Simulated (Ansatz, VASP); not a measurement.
# One calculation of Hf, two programs

```
CELL_PARAMETERS angstrom
5.05965 0.00000 0.00000
-2.52983 4.38179 0.00000
0.00000 0.00000 3.14676
ATOMIC_POSITIONS crystal
Hf 0.00000 0.00000 0.00000
Hf 0.33333 0.66667 0.50000
Hf 0.66667 0.33333 0.50000
```

Alike in both runs: task single point; functional PBE; k mesh 6 × 6 × 9; occupations fermi-dirac, width 0.05 eV; no spin polarisation.

```csv
,VASP,Ansatz
version,VASP 6.6.1,Ansatz 0.2.0
potentials or method,"VASP PAW PBE potentials, release 64 (Hf_pv)",Ansatz PAW
plane-wave cutoff (eV),520,420
valence electrons in the cell,30,78
```

VASP gave:

| Quantity | Value |
| --- | --- |
| gap on the k mesh at the Fermi level (eV) | none |
| pressure (GPa) | -4.5 |
| traceless stress, the component that is largest in VASP (GPa) | 0.05 |

Question: Which values does Ansatz return?

Answer: gap on the k mesh at the Fermi level (eV): none; pressure (GPa): -4.0; traceless stress, the component that is largest in VASP (GPa): -0.05.

A gap of «none» marks a metal or a gap that the smearing closes. VASP's potentials hold 30 valence electrons a cell and Ansatz's 78, so a difference there can come from the potentials and not from the codes.

Neither program's run includes spin-orbit coupling.
